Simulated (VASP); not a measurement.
Runs of VASP 6.6.1 on ZnO. The structure is that of space group P6_3mc (No. 186), or close to it. The cells are those of the table. 

| task | level | potentials or basis | cell | k mesh | cutoff (eV) | smearing | gap on the mesh (eV) | pressure (GPa) | relaxed volume (Å³/atom) | largest force (eV/Å) |
| --- | --- | --- | --- | --- | --- | --- | --- | --- | --- | --- |
| relaxation of cell and atoms | PBE | VASP PAW PBE potentials, release 64 (Zn, O) | relaxed from a = 3.249, b = 3.249, c = 5.206 Å, angles 90.0, 90.0, 120.0°, 4 atoms | 12 × 12 × 4 | 600 | fermi-dirac 0.02 eV | 0.72 | 0.0 | 12.41 | - |
| single point | PBE | VASP PAW PBE potentials, release 64 (Zn, O) | a = 3.280, b = 3.280, c = 5.293 Å, angles 90.0, 90.0, 120.0°, 4 atoms | 12 × 12 × 4 | 520 | fermi-dirac 0.02 eV | 0.73 | (b) | - | - |
| relaxation of cell and atoms | PBEsol | VASP PAW PBE potentials, release 64 (Zn, O) | relaxed from a = 3.280, b = 3.280, c = 5.293 Å, angles 90.0, 90.0, 120.0°, 4 atoms | 12 × 12 × 4 | 600 | fermi-dirac 0.02 eV | 0.68 | 0.0 | 11.84 | - |
| single point | r2SCAN | VASP PAW PBE potentials, release 64 (Zn, O) | a = 3.235, b = 3.235, c = 5.211 Å, angles 90.0, 90.0, 120.0°, 4 atoms | 12 × 12 × 4 | 520 | fermi-dirac 0.02 eV | 1.23 | 1.0 | - | 0.01 |
| single point | PBEsol | VASP PAW PBE potentials, release 64 (Zn, O) | a = 3.231, b = 3.231, c = 5.213 Å, angles 90.0, 90.0, 120.0°, 4 atoms | 12 × 12 × 4 | 520 | fermi-dirac 0.02 eV | 0.69 | (a) | - | 0.01 |
| single point | LDA | VASP PAW LDA potentials, release 64 (Zn, O) | a = 3.187, b = 3.187, c = 5.153 Å, angles 90.0, 90.0, 120.0°, 4 atoms | 12 × 12 × 4 | 520 | fermi-dirac 0.02 eV | 0.81 | 1.3 | - | - |
| single point | PBE | VASP PAW PBE potentials, release 64 (Zn, O) | a = 3.235, b = 3.235, c = 5.211 Å, angles 90.0, 90.0, 120.0°, 4 atoms | 12 × 12 × 6 | 520 | fermi-dirac 0.02 eV | 0.79 | 7.2 | - | - |
| single point | r2SCAN | VASP PAW PBE potentials, release 64 (Zn, O) | a = 3.235, b = 3.235, c = 5.211 Å, angles 90.0, 90.0, 120.0°, 4 atoms | 12 × 12 × 6 | 520 | gaussian 0.01 eV | 1.23 | 1.0 | - | 0.01 |

Alike in all rows: no spin polarisation.

Task: Fill in the values left out.

Result: (a) 0.7; (b) 0.9.

Caveats: the PAW data sets were made with another functional, which shifts forces and pressure a little (at least some runs); the cell stands under pressure (at least some runs).

